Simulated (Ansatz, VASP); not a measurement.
**TiO2 in VASP and in Ansatz**

```
Ti O
1.0
    -1.90900    1.90900    4.88756
     1.90900   -1.90900    4.88756
     1.90900    1.90900   -4.88756
Ti O
2 4
Direct
  0.00000 0.00000 0.00000
  0.75000 0.25000 0.50000
  0.95530 0.45530 0.50000
  0.20530 0.20530 0.00000
  0.54470 0.04470 0.50000
  0.79470 0.79470 0.00000
```

Alike in both runs: functional PBE; k mesh 8 × 8 × 8; occupations gaussian, width 0.02 eV; no spin polarisation; Hubbard terms Ti d U = 4.0 eV.

Ansatz relaxed the structure, and its values are those at the end. VASP's run is a single point on that final structure, the one shown.

|  | VASP | Ansatz |
| --- | --- | --- |
| version | VASP 6.6.1 | Ansatz 0.2.0 |
| potentials or method | VASP PAW PBE potentials, release 64 (Ti_sv, O), cutoff 520 eV | scalar-relativistic, plane waves, PAW |
| valence electrons in the cell | 48 | 48 |

VASP gave:

* gap on the k mesh at the Fermi level (eV): 2.68
* least direct gap on the mesh (eV): 2.95
* pressure (GPa): 4.2
* rms of the force components (eV/Å): 0.071

Task: What did Ansatz give for the same quantities?

Result: gap on the k mesh at the Fermi level (eV): 2.65; least direct gap on the mesh (eV): 2.91; pressure (GPa): 0.0; rms of the force components (eV/Å): 0.000.

The programs project onto different local orbitals, so the same U acts differently, and such runs can settle in different states.
